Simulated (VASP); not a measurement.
The system is W.

```
CELL_PARAMETERS angstrom
-1.59282 1.59282 1.59282
1.59282 -1.59282 1.59282
1.59282 1.59282 -1.59282
ATOMIC_POSITIONS crystal
W 0.00000 0.00000 0.00000
```

Base run:

- Program: VASP 6.6.1
- Functional: BLYP
- Dispersion: D4
- Potentials or basis: VASP PAW PBE potentials, release 64 (W_sv)
- Cutoff: 520 eV
- k mesh: 12 × 12 × 12
- Occupations: fermi-dirac, width 0.05 eV
- Spin: no spin polarisation

Its results: band gap on the k mesh zero (band 7 reaches 16.66 eV, above the bottom of band 8 at 10.45 eV); pressure -2.2 GPa.

The run is repeated on the same cell with these changes: functional from BLYP to PBEsol; dispersion from D4 to D3(BJ). What comes out?

Band gap on the k mesh zero (band 7 reaches 16.03 eV, above the bottom of band 8 at 9.79 eV); pressure -15.6 GPa.

Several settings changed at once, so the effect can't be laid on one alone.

Caveats: the PAW data sets were made with another functional, which shifts forces and pressure a little; spin-orbit coupling is left out, which moves the levels of the heavy elements; pairwise dispersion overbinds metals, which lowers pressure and volume.
